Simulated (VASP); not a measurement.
# Cd3HgSe4 (P-43m) in VASP: single point with PBE

Aim: the single point of Cd3HgSe4 with PBE.

Everything below comes from runs of VASP 6.6.1. Logs are shortened: lines on timing, memory, paths and dates and some standing lists are left out, and cuts for length are marked.

**1. The cell of the first run**

It takes space group P-43m (No. 215, cubic). The conventional cell has a = 6.212 Å, b = 6.212 Å, c = 6.212 Å, α = 90.00°, β = 90.00°, γ = 90.00°. Within 3.5 Å of Cd (site symmetry -42m) lie 4 Se at 2.68 Å. Within 3.6 Å of Hg (site symmetry -43m) lie 4 Se at 2.71 Å. Se (site symmetry 3m) has 3 Cd at 2.68 Å and 1 Hg at 2.71 Å within 3.5 Å.

**2. Single point, PBE**

Contents of INCAR:

```
SYSTEM = Cd3HgSe4
PREC = Accurate
ENCUT = 520
EDIFF = 1E-7
ISMEAR = 0
SIGMA = 0.01
LREAL = .FALSE.
LASPH = .TRUE.
NELM = 80
ALGO = Normal
ISIF = 2
LWAVE = .FALSE.
LCHARG = .TRUE.
GGA = PE
LELF = .TRUE.
LVHAR = .TRUE.
NBANDS = 46
```

Contents of KPOINTS:

```
regular mesh
0
G
  6 6 6
  0 0 0
```

Contents of POSCAR:

```
Cd3HgSe4
1.0
    6.2119694702      0.0000000000      0.0000000000
    0.0000000000      6.2119694702      0.0000000000
    0.0000000000      0.0000000000      6.2119694702
Cd Hg Se
3 1 4
Direct
    0.0000000000      0.5000000000      0.5000000000
    0.5000000000      0.0000000000      0.5000000000
    0.5000000000      0.5000000000      0.0000000000
    0.0000000000      0.0000000000      0.0000000000
    0.2518097132      0.2518097132      0.7481902868
    0.2518097132      0.7481902868      0.2518097132
    0.7481902868      0.2518097132      0.2518097132
    0.7481902868      0.7481902868      0.7481902868
```

Potentials or basis: VASP PAW PBE potentials, release 64 (Cd, Hg, Se).

On the command line:

```
$ cat potpaw_PBE.64/Cd/POTCAR potpaw_PBE.64/Hg/POTCAR potpaw_PBE.64/Se/POTCAR > POTCAR
$ mpirun -np 1 vasp_std > vasp.out
```

OUTCAR:

```text
SYSTEM = Cd3HgSe4
   PREC = Accurate
   ENCUT = 520
   EDIFF = 1E-7
   ISMEAR = 0
   LREAL = .FALSE.
   LASPH = .TRUE.
   NELM = 80
   ISIF = 2
   GGA = PE

 ion  position               nearest neighbor table
   1  0.000  0.500  0.500-   5 2.68   6 2.68   7 2.68   8 2.68
   2  0.500  0.000  0.500-   5 2.68   6 2.68   7 2.68   8 2.68
   3  0.500  0.500  0.000-   5 2.68   6 2.68   7 2.68   8 2.68
   4  0.000  0.000  0.000-   5 2.71   6 2.71   7 2.71   8 2.71
   5  0.252  0.252  0.748-   1 2.68   2 2.68   3 2.68   4 2.71
   6  0.252  0.748  0.252-   1 2.68   2 2.68   3 2.68   4 2.71
   7  0.748  0.252  0.252-   1 2.68   2 2.68   3 2.68   4 2.71
   8  0.748  0.748  0.748-   1 2.68   2 2.68   3 2.68   4 2.71

  LATTYP: Found a simple cubic cell.
 ALAT       =     6.2119694702

  Lattice vectors:

 A1 = (   6.2119694702,   0.0000000000,   0.0000000000)
 A2 = (   0.0000000000,   6.2119694702,   0.0000000000)
 A3 = (   0.0000000000,   0.0000000000,   6.2119694702)

Analysis of symmetry for initial positions (statically):
=====================================================================
 Subroutine PRICEL returns:
 Original cell was already a primitive cell.

 Routine SETGRP: Setting up the symmetry group for a
 simple cubic supercell.

 Subroutine GETGRP returns: Found 24 space group operations
 (whereof 24 operations were pure point group operations)
 out of a pool of 48 trial point group operations.

The static configuration has the point symmetry T_d .

Analysis of symmetry for dynamics (positions and initial velocities):
=====================================================================
 Subroutine PRICEL returns:
 Original cell was already a primitive cell.

 Routine SETGRP: Setting up the symmetry group for a
 simple cubic supercell.

 Subroutine GETGRP returns: Found 24 space group operations
 (whereof 24 operations were pure point group operations)
 out of a pool of 48 trial point group operations.

The dynamic configuration has the point symmetry T_d .

 Subroutine INISYM returns: Found 24 space group operations
 (whereof 24 operations are pure point group operations),
 and found     1 'primitive' translations

----------------------------------------------------------------------------------------

                                     Primitive cell

  volume of cell :     239.7110

  direct lattice vectors                    reciprocal lattice vectors
     6.211969470  0.000000000  0.000000000     0.160979542  0.000000000  0.000000000
     0.000000000  6.211969470  0.000000000     0.000000000  0.160979542  0.000000000
     0.000000000  0.000000000  6.211969470     0.000000000  0.000000000  0.160979542

  length of vectors
     6.211969470  6.211969470  6.211969470     0.160979542  0.160979542  0.160979542

  position of ions in fractional coordinates (direct lattice)
     0.000000000  0.500000000  0.500000000
     0.500000000  0.000000000  0.500000000
     0.500000000  0.500000000  0.000000000
     0.000000000  0.000000000  0.000000000
     0.251809713  0.251809713  0.748190287
     0.251809713  0.748190287  0.251809713
     0.748190287  0.251809713  0.251809713
     0.748190287  0.748190287  0.748190287

  ion indices of the primitive-cell ions
   primitive index   ion index
                 1           1
                 2           2
                 3           3
                 4           4
                 5           5
                 6           6
                 7           7
                 8           8

----------------------------------------------------------------------------------------

 KPOINTS: regular mesh

Automatic generation of k-mesh.
 Grid dimensions read from file:
 generate k-points for:    6    6    6

 Generating k-lattice:

  Cartesian coordinates                     Fractional coordinates (reciprocal lattice)
     0.026829924  0.000000000  0.000000000     0.166666667  0.000000000  0.000000000
     0.000000000  0.026829924  0.000000000     0.000000000  0.166666667  0.000000000
     0.000000000  0.000000000  0.026829924     0.000000000  0.000000000  0.166666667

  Length of vectors
     0.026829924  0.026829924  0.026829924

  Shift w.r.t. Gamma in fractional coordinates (k-lattice)
     0.000000000  0.000000000  0.000000000

 Subroutine IBZKPT returns following result:
 ===========================================

 Found     20 irreducible k-points:

 Following reciprocal coordinates:
            Coordinates               Weight
  0.000000  0.000000  0.000000      1.000000
  0.166667  0.000000  0.000000      6.000000
  0.333333  0.000000  0.000000      6.000000
  0.500000  0.000000  0.000000      3.000000
  0.166667  0.166667  0.000000     12.000000
  0.333333  0.166667  0.000000     24.000000
[... 12 lines left out ...]
  0.500000  0.500000  0.333333      6.000000
  0.500000  0.500000  0.500000      1.000000
   k-points           NKPTS =     20   k-points in BZ     NKDIM =     20   number of bands    NBANDS=     46
   number of dos      NEDOS =    301   number of ions     NIONS =      8
   total plane-waves  NPLWV = 110592
   dimension x,y,z NGX =    48 NGY =   48 NGZ =   48
   dimension x,y,z NGXF=    96 NGYF=   96 NGZF=   96
   ions per type =               3   1   4
   NGX,Y,Z   is equivalent  to a cutoff of  12.85, 12.85, 12.85 a.u.
   NGXF,Y,Z  is equivalent  to a cutoff of  25.69, 25.69, 25.69 a.u.
 SYSTEM =  Cd3HgSe4
   PREC   = accura    normal or accurate (medium, high low for compatibility)
   ISTART =      0    job   : 0-new  1-cont  2-samecut
   ICHARG =      2    charge: 1-file 2-atom 10-const
   ISPIN  =      1    spin polarized calculation?
   LNONCOLLINEAR =      F non collinear calculations
   LSORBIT =      F    spin-orbit coupling
   LASPH  =      T    aspherical Exc in radial PAW
   ENCUT  =  520.0 eV  38.22 Ry    6.18 a.u.  11.55 11.55 11.55*2*pi/ulx,y,z
   NELM   =     80;   NELMIN=  2; NELMDL= -5     # of ELM steps
   EDIFF  = 0.1E-06   stopping-criterion for ELM
   LREAL  =      F    real-space projection
   EDIFFG = 0.1E-05   stopping-criterion for IOM
   NSW    =      0    number of steps for IOM
   IBRION =     -1    ionic relax: 0-MD 1-quasi-New 2-CG
   NFREE  =      0    steps in history (QN), initial steepest desc. (CG)
   ISIF   =      2    stress and relaxation
   ISYM   =      2    0-nonsym 1-usesym 2-fastsym
   POTIM  = 0.5000    time-step for ionic-motion
   TEBEG  =    0.0;   TEEND  =   0.0 temperature during run
   PSTRESS=    0.0 pullay stress
   NELECT =      72.0000    total number of electrons
   NUPDOWN=      -1.0000    fix difference up-down
   EMIN   =  10.00;   EMAX   =-10.00  energy-range for DOS
   EFERMI =   0.00;   METHOD = LEGACY
   ISMEAR =     0;   SIGMA  =   0.01  broadening in eV -4-tet -1-fermi 0-gaus
   EFERMI_NEDOS =   21; number of points for ismear=-14 and -15
   IALGO  =     38    algorithm
   IMIX   =      4    mixing-type and parameters
     AMIX     =   0.40;   BMIX     =  1.00
     AMIX_MAG =   1.60;   BMIX_MAG =  1.00
  volume/ion in A,a.u.               =      29.96       202.21
  Fermi-wavevector in a.u.,A,eV,Ry     =   1.096368  2.071835 16.354513  1.202023
  Thomas-Fermi vector in A             =   2.232709
   LORBIT       =      0    0 simple, 1 ext, 2 COOP (PROOUT), +10 PAW based schemes
   GGA     = PE    functional components
   LHFCALC =     F    Hartree Fock is set to
   AEXX    =    0.0000 exact exchange contribution
   IVDW    =     0    specifies the selected vdW correction
   LEPSILON=     F    determine dielectric tensor
   LRPA    =     F    only Hartree local field effects (RPA)
 non-spin polarized calculation
 Gauss-broadening in eV      SIGMA  =   0.01
  energy-cutoff  :      520.00
  volume of cell :      239.71
 maximum number of plane-waves:      6488
 NGX is ok and might be reduce to    48
   NGX = 23   NGY = 23   NGZ = 23

 number of electron      71.9999998 magnetization

 Free energy of the ion-electron system (eV)
  ---------------------------------------------------
  ext. energy  EPLUGINS =         0.00000000
  ---------------------------------------------------
  free energy    TOTEN  =       -20.56414906 eV

  energy without entropy =      -20.56414906  energy(sigma->0) =      -20.56414906

 E-fermi :   0.6785     XC(G=0):  -8.6389

 val. band max:        0.6313393217   @ k =   0.0000   0.0000   0.0000
 cond. band min:       0.7248220536   @ k =   0.0000   0.0000   0.0000
 fundamental gap:      0.0934827319
 Fermi energy:         0.6784947006

 k-point     1 :       0.0000    0.0000    0.0000
  band No.  band energies     occupation
      1     -11.8192      2.00000
      2     -11.3675      2.00000
      3     -11.3675      2.00000
      4     -11.3675      2.00000
      5      -7.1764      2.00000
      6      -7.1764      2.00000
[... 38 lines left out ...]
     45       6.4712      0.00000
     46       6.4712      0.00000

 k-point     2 :       0.1667    0.0000    0.0000
  band No.  band energies     occupation
      1     -11.7895      2.00000
      2     -11.3978      2.00000
      3     -11.3677      2.00000
      4     -11.3677      2.00000
      5      -7.1691      2.00000
      6      -7.1691      2.00000
[... 38 lines left out ...]
     45       6.6833      0.00000
     46       6.6833      0.00000

 k-point     3 :       0.3333    0.0000    0.0000
  band No.  band energies     occupation
      1     -11.7079      2.00000
      2     -11.4806      2.00000
      3     -11.3680      2.00000
      4     -11.3680      2.00000
      5      -7.1492      2.00000
      6      -7.1492      2.00000
[... 822 lines left out ...]
     45       7.0580      0.00000
     46       7.1310      0.00000

 k-point    20 :       0.5000    0.5000    0.5000
  band No.  band energies     occupation
      1     -11.5016      2.00000
      2     -11.4687      2.00000
      3     -11.4687      2.00000
      4     -11.4687      2.00000
      5      -7.1559      2.00000
      6      -7.1559      2.00000
[... 38 lines left out ...]
     45       7.0208      0.00000
     46       7.0213      0.00000

------------------------ aborting loop because EDIFF is reached ----------------------------------------

  FORCE on cell =-STRESS in cart. coord.  units (eV):
  Direction    XX          YY          ZZ          XY          YZ          ZX
  --------------------------------------------------------------------------------------
  -------------------------------------------------------------------------------------
  Total        0.3528921      0.3528921      0.3528921      0.0000000      0.0000000     -0.0000000
  in kB        2.3586558      2.3586558      2.3586558      0.0000000      0.0000000     -0.0000000
  external PRESSURE =       2.3586558 kB  Pullay stress =       0.0000000 kB

 VOLUME and BASIS-vectors are now :
 -----------------------------------------------------------------------------
  energy-cutoff  :      520.00
  volume of cell :      239.71
      direct lattice vectors                 reciprocal lattice vectors
     6.211969470  0.000000000  0.000000000     0.160979542  0.000000000  0.000000000
     0.000000000  6.211969470  0.000000000     0.000000000  0.160979542  0.000000000
     0.000000000  0.000000000  6.211969470     0.000000000  0.000000000  0.160979542

 POSITION                                       TOTAL-FORCE (eV/Angst)
 -----------------------------------------------------------------------------------
      0.00000      3.10598      3.10598        -0.000000     -0.000000     -0.000000
      3.10598      0.00000      3.10598        -0.000000     -0.000000     -0.000000
      3.10598      3.10598      0.00000        -0.000000     -0.000000     -0.000000
      0.00000      0.00000      0.00000        -0.000000     -0.000000     -0.000000
      1.56423      1.56423      4.64774        -0.001128     -0.001128      0.001128
      1.56423      4.64774      1.56423        -0.001128      0.001128     -0.001128
      4.64774      1.56423      1.56423         0.001128     -0.001128     -0.001128
      4.64774      4.64774      4.64774         0.001128      0.001128      0.001128
 -----------------------------------------------------------------------------------
    total drift:                                0.000000      0.000000     -0.000000

  FREE ENERGIE OF THE ION-ELECTRON SYSTEM (eV)
  ---------------------------------------------------
  free  energy   TOTEN  =       -20.5641490626 eV

  energy  without entropy=      -20.5641490626  energy(sigma->0) =      -20.56414906
```

It took 6.4 min on 1 thread of AMD EPYC 7R13, shared host; peak memory 0.42 GiB.

Results:

```
Free energy            : -20.5641 eV
Pressure               : 0.2 GPa
Band gap on the k mesh : 0.09 eV, direct
```

Caveat: spin-orbit coupling is left out, which moves the levels of the heavy elements.
